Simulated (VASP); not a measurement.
# CuI (F-43m) in VASP: a series of runs

CuI is run at these levels: PBE, revPBE, PBE+D4, RPBE+D4, revPBE+D3(BJ); tasks: single point, relaxation of cell and atoms.

Program: VASP 6.6.1. These are calculated values, not measurements. Logs are shortened: lines on timing, memory, paths and dates and some standing lists are left out, and cuts for length are marked.

## Step 1: The cell of the first run

It takes space group F-43m (No. 216, cubic). Conventional cell: a = 6.063 Å, b = 6.063 Å, c = 6.063 Å, α = 90.00°, β = 90.00°, γ = 90.00°. Within 3.5 Å of I (site symmetry -43m) lie 4 Cu at 2.63 Å. Cu (site symmetry -43m) has 4 I at 2.63 Å within 3.5 Å.

## Step 2: Single point, PBE

The input, INCAR:

```
SYSTEM = CuI
ALGO = Normal
EDIFF = 1E-7
ENCUT = 520
GGA = PE
ISIF = 2
ISMEAR = 0
LASPH = .True.
LCHARG = .False.
LREAL = .False.
LWAVE = .False.
NBANDS = 16
NELM = 60
PREC = Accurate
SIGMA = 0.017
```

The input, KPOINTS:

```
k-points
0
Gamma
  8 8 8
  0 0 0
```

The input, POSCAR:

```
CuI
1.0
    0.0000000000      3.0315000000      3.0315000000
    3.0315000000      0.0000000000      3.0315000000
    3.0315000000      3.0315000000      0.0000000000
I Cu
1 1
Direct
    0.0000000000      0.0000000000      0.0000000000
    0.7500000000      0.7500000000      0.7500000000
```

Potentials or basis: VASP PAW PBE potentials, release 64 (I, Cu).

Launch:

```console
> cat potpaw_PBE.64/I/POTCAR potpaw_PBE.64/Cu/POTCAR > POTCAR
> mpirun -np 1 vasp_std > vasp.out
```

OUTCAR:

```text
SYSTEM = CuI
   EDIFF = 1E-7
   ENCUT = 520
   GGA = PE
   ISIF = 2
   ISMEAR = 0
   LASPH = .True.
   LREAL = .False.
   NELM = 60
   PREC = Accurate

 ion  position               nearest neighbor table
   1  0.000  0.000  0.000-   2 2.63   2 2.63   2 2.63   2 2.63
   2  0.750  0.750  0.750-   1 2.63   1 2.63   1 2.63   1 2.63

  LATTYP: Found a face centered cubic cell.
 ALAT       =     6.0630000000

  Lattice vectors:

 A1 = (   0.0000000000,   3.0315000000,   3.0315000000)
 A2 = (   3.0315000000,   0.0000000000,   3.0315000000)
 A3 = (   3.0315000000,   3.0315000000,   0.0000000000)

Analysis of symmetry for initial positions (statically):
=====================================================================
 Subroutine PRICEL returns:
 Original cell was already a primitive cell.

 Routine SETGRP: Setting up the symmetry group for a
 face centered cubic supercell.

 Subroutine GETGRP returns: Found 24 space group operations
 (whereof 24 operations were pure point group operations)
 out of a pool of 48 trial point group operations.

The static configuration has the point symmetry T_d .

Analysis of symmetry for dynamics (positions and initial velocities):
=====================================================================
 Subroutine PRICEL returns:
 Original cell was already a primitive cell.

 Routine SETGRP: Setting up the symmetry group for a
 face centered cubic supercell.

 Subroutine GETGRP returns: Found 24 space group operations
 (whereof 24 operations were pure point group operations)
 out of a pool of 48 trial point group operations.

The dynamic configuration has the point symmetry T_d .

 Subroutine INISYM returns: Found 24 space group operations
 (whereof 24 operations are pure point group operations),
 and found     1 'primitive' translations

----------------------------------------------------------------------------------------

                                     Primitive cell

  volume of cell :      55.7189

  direct lattice vectors                    reciprocal lattice vectors
     0.000000000  3.031500000  3.031500000    -0.164934851  0.164934851  0.164934851
     3.031500000  0.000000000  3.031500000     0.164934851 -0.164934851  0.164934851
     3.031500000  3.031500000  0.000000000     0.164934851  0.164934851 -0.164934851

  length of vectors
     4.287188414  4.287188414  4.287188414     0.285675541  0.285675541  0.285675541

  position of ions in fractional coordinates (direct lattice)
     0.000000000  0.000000000  0.000000000
     0.750000000  0.750000000  0.750000000

  ion indices of the primitive-cell ions
   primitive index   ion index
                 1           1
                 2           2

----------------------------------------------------------------------------------------

 KPOINTS: k-points

Automatic generation of k-mesh.
 Grid dimensions read from file:
 generate k-points for:    8    8    8

 Generating k-lattice:

  Cartesian coordinates                     Fractional coordinates (reciprocal lattice)
    -0.020616856  0.020616856  0.020616856     0.125000000  0.000000000  0.000000000
     0.020616856 -0.020616856  0.020616856     0.000000000  0.125000000  0.000000000
     0.020616856  0.020616856 -0.020616856     0.000000000  0.000000000  0.125000000

  Length of vectors
     0.035709443  0.035709443  0.035709443

  Shift w.r.t. Gamma in fractional coordinates (k-lattice)
     0.000000000  0.000000000  0.000000000

 Subroutine IBZKPT returns following result:
 ===========================================

 Found     29 irreducible k-points:

 Following reciprocal coordinates:
            Coordinates               Weight
  0.000000  0.000000  0.000000      1.000000
  0.125000  0.000000  0.000000      8.000000
  0.250000  0.000000  0.000000      8.000000
  0.375000  0.000000  0.000000      8.000000
  0.500000  0.000000  0.000000      4.000000
  0.125000  0.125000  0.000000      6.000000
[... 16 lines left out ...]
  0.500000  0.250000  0.125000     48.000000
 -0.375000  0.250000  0.125000     24.000000
 [... further k-points ...]
   k-points           NKPTS =     29   k-points in BZ     NKDIM =     29   number of bands    NBANDS=     16
   number of dos      NEDOS =    301   number of ions     NIONS =      2
   total plane-waves  NPLWV =  32768
   dimension x,y,z NGX =    32 NGY =   32 NGZ =   32
   dimension x,y,z NGXF=    64 NGYF=   64 NGZF=   64
   ions per type =               1   1
   NGX,Y,Z   is equivalent  to a cutoff of  12.41, 12.41, 12.41 a.u.
   NGXF,Y,Z  is equivalent  to a cutoff of  24.82, 24.82, 24.82 a.u.
 SYSTEM =  CuI
   PREC   = accura    normal or accurate (medium, high low for compatibility)
   ISTART =      0    job   : 0-new  1-cont  2-samecut
   ICHARG =      2    charge: 1-file 2-atom 10-const
   ISPIN  =      1    spin polarized calculation?
   LNONCOLLINEAR =      F non collinear calculations
   LSORBIT =      F    spin-orbit coupling
[... 26 lines left out ...]
  Thomas-Fermi vector in A             =   2.259971
   LORBIT       =      0    0 simple, 1 ext, 2 COOP (PROOUT), +10 PAW based schemes
   GGA     = PE    functional components
   LHFCALC =     F    Hartree Fock is set to
   AEXX    =    0.0000 exact exchange contribution
   IVDW    =     0    specifies the selected vdW correction
   LEPSILON=     F    determine dielectric tensor
   LRPA    =     F    only Hartree local field effects (RPA)
 non-spin polarized calculation
 Gauss-broadening in eV      SIGMA  =   0.02
  energy-cutoff  :      520.00
  volume of cell :       55.72
 maximum number of plane-waves:      1524
   NGX = 15   NGY = 15   NGZ = 15

 number of electron      18.0000014 magnetization

 Free energy of the ion-electron system (eV)
  ---------------------------------------------------
  ext. energy  EPLUGINS =         0.00000000
  ---------------------------------------------------
  free energy    TOTEN  =        -5.56198062 eV

  energy without entropy =       -5.56198062  energy(sigma->0) =       -5.56198062

 E-fermi :   4.5485     XC(G=0):  -8.9370

 val. band max:        4.4302109729   @ k =   0.0000   0.0000   0.0000
 cond. band min:       5.5737170228   @ k =   0.0000   0.0000   0.0000
 fundamental gap:      1.1435060500
 Fermi energy:         4.5485243583

 k-point     1 :       0.0000    0.0000    0.0000
  band No.  band energies     occupation
      1      -9.5797      2.00000
      2       0.7919      2.00000
      3       0.7919      2.00000
      4       0.7919      2.00000
      5       2.5795      2.00000
      6       2.5795      2.00000
[... 8 lines left out ...]
     15      14.0076      0.00000
     16      14.0076      0.00000

 k-point     2 :       0.1250    0.0000    0.0000
  band No.  band energies     occupation
      1      -9.5073      2.00000
      2       0.4962      2.00000
      3       0.7975      2.00000
      4       0.7975      2.00000
      5       2.5734      2.00000
      6       2.5734      2.00000
[... 8 lines left out ...]
     15      13.3521      0.00000
     16      13.3655      0.00000

 k-point     3 :       0.2500    0.0000    0.0000
  band No.  band energies     occupation
      1      -9.3219      2.00000
      2      -0.2040      2.00000
      3       0.8081      2.00000
      4       0.8081      2.00000
      5       2.5705      2.00000
      6       2.5705      2.00000
[... 8 lines left out ...]
     15      13.1511      0.00000
     16      13.3538      0.00000

 k-point     4 :       0.3750    0.0000    0.0000
  band No.  band energies     occupation
      1      -9.1187      2.00000
      2      -0.8780      2.00000
      3       0.8138      2.00000
      4       0.8138      2.00000
      5       2.5900      2.00000
      6       2.5900      2.00000
[... 8 lines left out ...]
     15      14.0655      0.00000
     16      14.0655      0.00000
[... 324 lines left out ...]
 k-point    22 :       0.3750    0.2500    0.1250
  band No.  band energies     occupation
      1      -9.1782      2.00000
      2      -0.4050      2.00000
      3       0.5752      2.00000
      4       0.7927      2.00000
      5       2.5105      2.00000
      6       2.6165      2.00000
[... 8 lines left out ...]
     15      14.7022      0.00000
     16      15.7514      0.00000

 k-point    23 :       0.5000    0.2500    0.1250
  band No.  band energies     occupation
      1      -9.0094      2.00000
      2      -0.7457      2.00000
      3       0.3510      2.00000
      4       0.7784      2.00000
      5       2.5333      2.00000
      6       2.5948      2.00000
[... 8 lines left out ...]
     15      15.0744      0.00000
     16      15.9063      0.00000

 k-point    24 :      -0.3750    0.2500    0.1250
  band No.  band energies     occupation
      1      -8.9354      2.00000
      2      -0.8907      2.00000
      3       0.2535      2.00000
      4       0.7652      2.00000
      5       2.5157      2.00000
      6       2.5908      2.00000
[... 8 lines left out ...]
     15      15.1787      0.00000
     16      15.7351      0.00000

 [... further k-points ...]

------------------------ aborting loop because EDIFF is reached ----------------------------------------

  FORCE on cell =-STRESS in cart. coord.  units (eV):
  Direction    XX          YY          ZZ          XY          YZ          ZX
  --------------------------------------------------------------------------------------
  -------------------------------------------------------------------------------------
  Total        0.1167500      0.1167500      0.1167500      0.0000000      0.0000000      0.0000000
  in kB        3.3571023      3.3571023      3.3571023      0.0000000      0.0000000      0.0000000
  external PRESSURE =       3.3571023 kB  Pullay stress =       0.0000000 kB

 VOLUME and BASIS-vectors are now :
 -----------------------------------------------------------------------------
  energy-cutoff  :      520.00
  volume of cell :       55.72
      direct lattice vectors                 reciprocal lattice vectors
     0.000000000  3.031500000  3.031500000    -0.164934851  0.164934851  0.164934851
     3.031500000  0.000000000  3.031500000     0.164934851 -0.164934851  0.164934851
     3.031500000  3.031500000  0.000000000     0.164934851  0.164934851 -0.164934851

 POSITION                                       TOTAL-FORCE (eV/Angst)
 -----------------------------------------------------------------------------------
      0.00000      0.00000      0.00000         0.000000      0.000000      0.000000
      4.54725      4.54725      4.54725        -0.000000     -0.000000     -0.000000
 -----------------------------------------------------------------------------------
    total drift:                               -0.000001     -0.000001     -0.000001

  FREE ENERGIE OF THE ION-ELECTRON SYSTEM (eV)
  ---------------------------------------------------
  free  energy   TOTEN  =        -5.5619806249 eV

  energy  without entropy=       -5.5619806249  energy(sigma->0) =       -5.56198062
```

Run time: 52 s. Hardware: 1 thread of Intel Xeon 8259CL, shared host; peak memory 0.18 GiB.

Results:

- Free energy: -5.5620 eV
- Pressure: 0.3 GPa
- Band gap on the k mesh: 1.14 eV

Levels at points of the mesh, in eV from the valence-band top:
```csv
k point,band 5,band 6,band 7,band 8,band 9,band 10,band 11,band 12,band 13,band 14
"(0.00, 0.00, 0.00)",-1.85,-1.85,0.00,0.00,0.00,1.14,4.87,4.87,4.87,8.18
"(0.50, 0.00, 0.00)",-1.82,-1.82,-1.78,-0.71,-0.71,2.16,5.41,5.41,7.40,9.12
"(0.50, 0.50, 0.00)",-1.88,-1.79,-1.76,-1.50,-1.50,2.72,2.91,9.19,9.76,9.76
```

Caveat: spin-orbit coupling is left out, which moves the levels of the heavy elements.

## Step 3: Single point, revPBE

The input, INCAR:

```
PREC = Accurate
ENCUT = 520
EDIFF = 1E-7
ISMEAR = -1
SIGMA = 0.05
LREAL = False
LASPH = True
NELM = 60
ALGO = Normal
ISIF = 2
LWAVE = False
LCHARG = False
GGA = RE
NBANDS = 16
```

The input, KPOINTS:

```
regular mesh
0
Gamma
  8 8 8
```

POSCAR is that of step 2.

Potentials or basis: VASP PAW PBE potentials, release 64 (I, Cu).

Launch:

```console
> cat potpaw_PBE.64/I/POTCAR potpaw_PBE.64/Cu/POTCAR > POTCAR
> mpirun -np 1 vasp_std > vasp.out
```

Wall time 43 s (1 thread of Intel Xeon 8259CL, shared host); peak memory 0.19 GiB.

It converged, with:

| Item | Value |
| --- | --- |
| Free energy | -4.9367 eV |
| Pressure | 1.8 GPa |
| Band gap on the k mesh | 1.24 eV |

Levels at points of the mesh, in eV from the valence-band top:
| k point | band 6 | band 7 | band 8 | band 9 | band 10 | band 11 | band 12 | band 13 |
| --- | --- | --- | --- | --- | --- | --- | --- | --- |
| (0.00, 0.00, 0.00) | -1.83 | 0.00 | 0.00 | 0.00 | 1.24 | 4.89 | 4.89 | 4.89 |
| (0.50, 0.00, 0.00) | -1.80 | -1.75 | -0.70 | -0.70 | 2.22 | 5.43 | 5.43 | 7.54 |
| (0.50, 0.50, 0.00) | -1.77 | -1.74 | -1.48 | -1.48 | 2.80 | 2.96 | 9.30 | 9.79 |

Caveat: the PAW data sets were made with another functional, which shifts forces and pressure a little; spin-orbit coupling is left out, which moves the levels of the heavy elements. Expect the measured gap to be larger: semilocal functionals such as revPBE lack the derivative discontinuity.

## Step 4: Relaxation of cell and atoms, PBE+D4

The input, INCAR:

```
SYSTEM = CuI
ALGO     = Normal         ! electronic algorithm
EDIFF    = 1E-7           ! SCF threshold, eV
EDIFFG   = -0.02          ! ionic threshold
ENCUT    = 600            ! plane-wave cutoff, eV
GGA      = PE             ! functional
IBRION   = 2              ! ionic algorithm
ISIF     = 3              ! what is computed and relaxed
ISMEAR   = -1             ! smearing method
IVDW     = 13             ! dispersion correction
LASPH    = .TRUE.         ! aspherical terms in the spheres
LCHARG   = .FALSE.        ! write CHGCAR
LREAL    = .FALSE.        ! projectors in reciprocal space
LWAVE    = .FALSE.        ! write WAVECAR
NELM     = 60             ! most SCF steps
NSW      = 80             ! ionic steps
PREC     = Accurate       ! precision mode
SIGMA    = 0.05           ! smearing width, eV
```

The input, KPOINTS:

```
k-points
0
G
  8 8 8
  0 0 0
```

POSCAR is that of step 3.

Launch:

```console
> cat potpaw_PBE.64/I/POTCAR potpaw_PBE.64/Cu/POTCAR > POTCAR
> mpirun -np 1 vasp_std > vasp.out
```

Wall time 2.3 min (1 thread of Intel Xeon 8259CL, shared host); peak memory 0.23 GiB.

It converged, with:

- Free energy: -6.3080 eV
- Relaxed volume: 26.64 Å³/atom
- Relaxed cell: a = 4.224 Å, b = 4.224 Å, c = 4.224 Å, α = 60.00°, β = 60.00°, γ = 60.00°
- Space group after relaxing (to 0.1 Å): F-43m (No. 216)
- Energy gained by relaxing: 7.7 meV/atom
- Ionic steps: 3
- Pressure after relaxing: 0.0 GPa
- Band gap on the k mesh: 1.27 eV
- Dispersion energy per atom: -0.383 eV

Step by step:
```tsv
step	energy change (eV)	largest force (eV/Å)	pressure (GPa)	volume (Å³)
1	0.0000	0.0000	-1.90	55.72
2	-0.0153	0.0000	0.17	53.10
3	-0.0154	0.0000	-0.02	53.27
```

Final structure:
```
I Cu
1.0
     0.00000    2.98648    2.98648
     2.98648    0.00000    2.98648
     2.98648    2.98648    0.00000
I Cu
1 1
Direct
  0.00000 0.00000 0.00000
  0.75000 0.75000 0.75000
```

Levels at points of the mesh, in eV from the valence-band top:
```
           k point  band 5  band 6  band 7  band 8  band 9  band 10  band 11  band 12  band 13
(0.00, 0.00, 0.00)   -2.04   -2.04    0.00    0.00    0.00     1.27     4.82     4.82     4.82
(0.50, 0.00, 0.00)   -2.01   -2.01   -1.97   -0.78   -0.78     2.20     5.37     5.37     7.47
(0.50, 0.50, 0.00)   -2.08   -1.98   -1.95   -1.66   -1.66     2.62     2.88     9.51     9.99
```

Caveat: spin-orbit coupling is left out, which moves the levels of the heavy elements.

## Step 5: Single point, RPBE+D4

This run uses another cell than the first one, of 26.34 Å³/atom.

The input, INCAR:

```
  PREC = Accurate
  ENCUT = 520
  EDIFF = 1E-6
  ISMEAR = -1
  SIGMA = 0.05
  LREAL = False
  LASPH = True
  NELM = 80
  ALGO = Normal
  ISIF = 2
  LWAVE = False
  LCHARG = False
  GGA = RP
  IVDW = 13
  NBANDS = 16
```

The input, KPOINTS:

```
Automatic mesh
0
Gamma
  8 8 8
```

The input, POSCAR:

```
CuI
1.0
    0.0000000000      2.9752383164      2.9752383164
    2.9752383164      0.0000000000      2.9752383164
    2.9752383164      2.9752383164      0.0000000000
I Cu
1 1
Direct
    0.0000000000      0.0000000000      0.0000000000
    0.7500000000      0.7500000000      0.7500000000
```

Launch:

```console
> cat potpaw_PBE.64/I/POTCAR potpaw_PBE.64/Cu/POTCAR > POTCAR
> mpirun -np 1 vasp_std > vasp.out
```

Wall time 40 s (1 thread of AMD EPYC 7R13, shared host); peak memory 0.16 GiB.

The run converged. Its results:

```
Free energy                : -6.1901 eV
Pressure                   : 0.1 GPa
Band gap on the k mesh     : 1.43 eV
Dispersion energy per atom : -0.712 eV
```

Levels at points of the mesh, in eV from the valence-band top:
```
           k point  band 6  band 7  band 8  band 9  band 10  band 11  band 12  band 13
(0.00, 0.00, 0.00)   -2.06    0.00    0.00    0.00     1.43     4.83     4.83     4.83
(0.50, 0.00, 0.00)   -2.03   -1.98   -0.79   -0.79     2.29     5.39     5.39     7.66
(0.50, 0.50, 0.00)   -1.99   -1.97   -1.68   -1.68     2.71     2.94     9.73    10.09
```

Caveat: the PAW data sets were made with another functional, which shifts forces and pressure a little; spin-orbit coupling is left out, which moves the levels of the heavy elements. RPBE gaps usually lie below the measured ones, often by a third to a half.

## Step 6: Single point, revPBE+D3(BJ)

This run uses another cell than the first one, of 26.14 Å³/atom.

The input, INCAR:

```
PREC = Accurate
ENCUT = 520
EDIFF = 1E-6
ISMEAR = -1
SIGMA = 0.05
LREAL = False
LASPH = True
NELM = 60
ALGO = Normal
ISIF = 2
LWAVE = False
LCHARG = False
GGA = RE
IVDW = 12
NBANDS = 16
```

The input, KPOINTS:

```
regular mesh
0
Gamma
  8 8 8
```

The input, POSCAR:

```
CuI
1.0
    0.0000000000      2.9676700148      2.9676700148
    2.9676700148      0.0000000000      2.9676700148
    2.9676700148      2.9676700148      0.0000000000
I Cu
1 1
Direct
    0.0000000000      0.0000000000      0.0000000000
    0.7500000000      0.7500000000      0.7500000000
```

Potentials or basis: VASP PAW PBE potentials, release 64 (I, Cu).

Launch:

```console
> cat potpaw_PBE.64/I/POTCAR potpaw_PBE.64/Cu/POTCAR > POTCAR
> mpirun -np 1 vasp_std > vasp.out
```

Wall time 51 s (1 thread of AMD EPYC 7R13, shared host); peak memory 0.17 GiB.

Results (log left out):

| Item | Value |
| --- | --- |
| Free energy | -6.2767 eV |
| Pressure | 0.0 GPa |
| Band gap on the k mesh | 1.42 eV |
| Dispersion energy per atom | -0.706 eV |

Levels at points of the mesh, in eV from the valence-band top:
```csv
k point,band 7,band 8,band 9,band 10,band 11,band 12
"(0.00, 0.00, 0.00)",0.00,0.00,0.00,1.42,4.81,4.81
"(0.50, 0.00, 0.00)",-2.02,-0.81,-0.81,2.27,5.38,5.38
"(0.50, 0.50, 0.00)",-2.01,-1.71,-1.71,2.66,2.92,9.75
```

Caveat: the PAW data sets were made with another functional, which shifts forces and pressure a little; spin-orbit coupling is left out, which moves the levels of the heavy elements. A hybrid or GW would open this gap; revPBE tends to underestimate it.

## Step 7: The runs side by side

| task | level | cell | cutoff (eV) | smearing | gap on the mesh (eV) | pressure (GPa) |
| --- | --- | --- | --- | --- | --- | --- |
| single point | PBE | a = 4.287 Å, angles 60.0°, 2 atoms | 520 | gaussian 0.017 eV | 1.14 | 0.3 |
| single point | revPBE | a = 4.287 Å, angles 60.0°, 2 atoms | 520 | fermi-dirac 0.05 eV | 1.24 | 1.8 |
| relaxation of cell and atoms | PBE+D4 | relaxed from a = 4.287 Å, angles 60.0°, 2 atoms | 600 | fermi-dirac 0.05 eV | 1.27 | 0.0 |
| single point | RPBE+D4 | a = 4.208 Å, angles 60.0°, 2 atoms | 520 | fermi-dirac 0.05 eV | 1.43 | 0.1 |
| single point | revPBE+D3(BJ) | a = 4.197 Å, angles 60.0°, 2 atoms | 520 | fermi-dirac 0.05 eV | 1.42 | 0.0 |

Alike in all rows: potentials or basis VASP PAW PBE potentials, release 64 (I, Cu); no spin polarisation; k mesh 8 × 8 × 8.

Caveats: spin-orbit coupling is left out, which moves the levels of the heavy elements; the PAW data sets were made with another functional, which shifts forces and pressure a little (at least some runs).

Total energies depend on the potentials used, so only differences within one code and one set of settings carry meaning.
